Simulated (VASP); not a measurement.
P:

```
P
1.0
    -3.36365    3.36365    3.36365
     3.36365   -3.36365    3.36365
     3.36365    3.36365   -3.36365
P
8
Direct
  0.20600 0.20600 0.20600
  0.50000 0.00000 0.29400
  0.29400 0.50000 0.00000
  0.00000 0.29400 0.50000
  0.79400 0.79400 0.79400
  0.50000 0.00000 0.70600
  0.70600 0.50000 0.00000
  0.00000 0.70600 0.50000
```

| Item | Value |
| --- | --- |
| Program | VASP 6.6.1 |
| Task | relaxation of cell and atoms |
| Functional | PBE |
| Potentials or basis | VASP PAW PBE potentials, release 64 (P) |
| Cutoff | 600 eV |
| k mesh | 8 × 8 × 8 |
| Occupations | gaussian, width 0.1 eV |
| Spin | no spin polarisation |

At the start: pressure -3.3 GPa; volume 19.03 Å³/atom.

Task: How do energy, volume and symmetry change on relaxing?

Result: Over 10 steps the energy falls by 18.9 meV/atom and the volume is 18.54 Å³/atom (-2.6 %); space group Ia-3 (No. 206, to 0.05 Å).

The path:
| step | energy change (eV) | largest force (eV/Å) | pressure (GPa) | volume (Å³) |
| --- | --- | --- | --- | --- |
| 1 | 0.0000 | 0.3781 | -3.30 | 152.23 |
| 2 | -0.1191 | 0.1392 | 0.40 | 143.75 |
| 3 | -0.1191 | 0.1390 | 0.40 | 143.74 |
| 4 | -0.1282 | 0.1180 | 0.38 | 144.33 |
| 5 | -0.1465 | 0.0297 | 0.43 | 146.10 |
| 6 | -0.1217 | 0.2817 | 0.94 | 149.69 |
| 7 | -0.1491 | 0.0200 | 0.50 | 146.83 |
| 8 | -0.1497 | 0.0462 | -0.42 | 149.32 |
| 9 | -0.1511 | 0.0161 | -0.01 | 148.18 |
| 10 | -0.1512 | 0.0091 | 0.00 | 148.32 |

Final structure:
```xyz
8
Lattice="-3.3346 3.3346 3.3346 3.3346 -3.3346 3.3346 3.3346 3.3346 -3.3346" Properties=species:S:1:pos:R:3 pbc="T T T"
P     0.6525    0.6525    0.6525
P    -0.6525    2.6821    0.6525
P     0.6525   -0.6525    2.6821
P     2.6821    0.6525   -0.6525
P     2.6821    2.6821    2.6821
P     0.6525    3.9871   -0.6525
P    -0.6525    0.6525    3.9871
P     3.9871   -0.6525    0.6525
```
